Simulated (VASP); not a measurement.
A run of VASP 6.6.1:

INCAR

```
ALGO     = Normal         # electronic algorithm
EDIFF    = 1E-6           # SCF threshold, eV
ENCUT    = 520            # plane-wave cutoff, eV
GGA      = PE             # functional
ISIF     = 2              # what is computed and relaxed
ISMEAR   = 0              # smearing method
LASPH    = True           # aspherical terms in the spheres
LCHARG   = True           # write CHGCAR
LELF     = True           # ELF
LREAL    = False          # projectors in reciprocal space
LVHAR    = True         
LWAVE    = False          # write WAVECAR
NBANDS   = 16             # bands
NELM     = 100            # most SCF steps
PREC     = Accurate       # precision mode
SIGMA    = 0.01           # smearing width, eV
```

KPOINTS

```
k-points
0
Gamma
  2 2 2
```

File POSCAR:

```
InP
1.0
    0.0000000000      2.8998953449      2.8998953449
    2.8998953449      0.0000000000      2.8998953449
    2.8998953449      2.8998953449      0.0000000000
In P
1 1
Direct
    0.0000000000      0.0000000000      0.0000000000
    0.2500000000      0.2500000000      0.2500000000
```

Potentials or basis: VASP PAW PBE potentials, release 64 (In_d, P).

The run is started by

```bash
$ cat potpaw_PBE.64/In_d/POTCAR potpaw_PBE.64/P/POTCAR > POTCAR
$ mpirun -np 1 vasp_std > vasp.out
```

Hardware: 1 thread of Intel Xeon 8259CL, with other jobs on the host.

Q: How long does it take, and how much memory?

A: It took 6.7 s on 1 thread of Intel Xeon 8259CL (shared host), peak memory 0.17 GiB. Counts: scf iterations 13, k points 3.
